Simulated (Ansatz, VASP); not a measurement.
Pt in VASP and in Ansatz

Contents of INCAR:

```
SYSTEM = Pt
PREC = Accurate
ENCUT = 520
EDIFF = 1E-6
ISMEAR = 0
SIGMA = 0.15
LREAL = .False.
LASPH = .True.
NELM = 60
ALGO = Normal
ISIF = 2
LWAVE = .False.
LCHARG = .True.
GGA = PS
LELF = .True.
LVHAR = .True.
NBANDS = 11
```

Contents of KPOINTS:

```
regular mesh
0
Gamma
  26 26 26
  0 0 0
```

POSCAR

```
Pt
1.0
    0.0000000000      2.0569818628      2.0569818628
    2.0569818628      0.0000000000      2.0569818628
    2.0569818628      2.0569818628      0.0000000000
Pt
1
Direct
    0.0000000000      0.0000000000      0.0000000000
```

Input for Ansatz:

```yaml
crystal:
  lattice:
    - [0.0, 2.0569818628, 2.0569818628]
    - [2.0569818628, 0.0, 2.0569818628]
    - [2.0569818628, 2.0569818628, 0.0]
  atoms:
    - { symbol: Pt, position: [0.0, 0.0, 0.0] }
basis:
  ecutwfc: 420
kpoints:
  mp_grid: { grid: [26, 26, 26] }
hamiltonian:
  xc: pbesol
scf:
  occupations: { method: gaussian, width: 0.15 }
output:
  forces: true
  stress: true
  eigenvalues: true
```

Change from the starting cell: strain +0.050 along x and y, +0.050 along z, atoms carried along.

Alike in both runs: task single point; functional PBEsol; k mesh 26 × 26 × 26; occupations gaussian, width 0.15 eV; no spin polarisation.

|  | VASP | Ansatz |
| --- | --- | --- |
| version | VASP 6.6.1 | Ansatz 0.2.0 |
| potentials or method | VASP PAW PBE potentials, release 64 (Pt), cutoff 520 eV | scalar-relativistic, plane waves, PAW |
| valence electrons in the cell | 10 | 18 |

|  | VASP | Ansatz | Ansatz less VASP |
| --- | --- | --- | --- |
| gap on the k mesh at the Fermi level (eV) | none | none | - |
| pressure (GPa) | -28.4 | -28.1 | +0.29 |

VASP's potentials were made for PBE, not for PBEsol. A gap of «none» marks a metal or a gap that the smearing closes. Both programs put the cell under strong tension, so it lies far from rest at this level. The functional is the same, so the differences come from potentials, cutoffs and numerics. VASP's potentials hold 10 valence electrons a cell and Ansatz's 18, so a difference there can come from the potentials and not from the codes.

Neither program's run includes spin-orbit coupling.
